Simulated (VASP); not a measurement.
A run of VASP 6.6.1:

Contents of INCAR:

```
SYSTEM = AlCu3
  ALGO = Normal
  EDIFF = 1E-6
  ENCUT = 520
  GGA = PS
  ISIF = 2
  ISMEAR = 0
  LASPH = .TRUE.
  LCHARG = .FALSE.
  LREAL = .FALSE.
  LWAVE = .FALSE.
  NBANDS = 26
  NELM = 60
  PREC = Accurate
  SIGMA = 0.1
```

The input KPOINTS:

```
k-points
0
G
  12 12 12
  0 0 0
```

POSCAR

```
AlCu3
1.0
    3.7491076085      0.0000000000      0.0000000000
    0.0000000000      3.7491076085      0.0000000000
    0.0000000000      0.0000000000      3.7491076085
Al Cu
1 3
Direct
    0.0000000000      0.0000000000      0.0000000000
    0.5000000000      0.5000000000      0.0000000000
    0.5000000000      0.0000000000      0.5000000000
    0.0000000000      0.5000000000      0.5000000000
```

Potentials or basis: VASP PAW PBE potentials, release 64 (Al, Cu).

Command:

```bash
$ cat potpaw_PBE.64/Al/POTCAR potpaw_PBE.64/Cu/POTCAR > POTCAR
$ mpirun -np 1 vasp_std > vasp.out
```

Hardware: 1 thread of Intel Xeon 8259CL, with other jobs on the host.

Task: How long does it take, and how much memory?

Result: Run time: 2.2 min on 1 thread of Intel Xeon 8259CL, on a shared host, peak memory 0.22 GiB. Counts: scf iterations 13, k points 84.
